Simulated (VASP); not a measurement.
Runs of VASP 6.6.1 on TiC. The structure is that of space group Fm-3m (No. 225), or close to it. The cells are those of the table. 

```csv
cell,gap on the mesh (eV),pressure (GPa)
"a = 3.083, b = 3.083, c = 3.106 Å, angles 59.8, 59.8, 60.5°, 2 atoms",none,-6.0
"a = 3.129, b = 3.129, c = 3.152 Å, angles 59.8, 59.8, 60.5°, 2 atoms",none,-15.2
"a = 3.106 Å, angles 60.0°, 2 atoms",none,-9.2
"a = 3.038, b = 3.038, c = 2.969 Å, angles 60.8, 60.8, 58.5°, 2 atoms",none,(b)
"a = 3.062, b = 3.062, c = 2.969 Å, angles 61.0, 61.0, 58.0°, 2 atoms",none,(a)
```

Alike in all rows: task single point; level PBE; potentials or basis VASP PAW PBE potentials, release 64 (Ti_sv, C); no spin polarisation; k mesh 18 × 18 × 18; cutoff (eV) 520; smearing gaussian 0.15 eV.

Problem. Estimate the missing entries.

Solution. (a) 11.3; (b) 15.0.

A gap of «none» marks levels without a gap at the run's occupations.
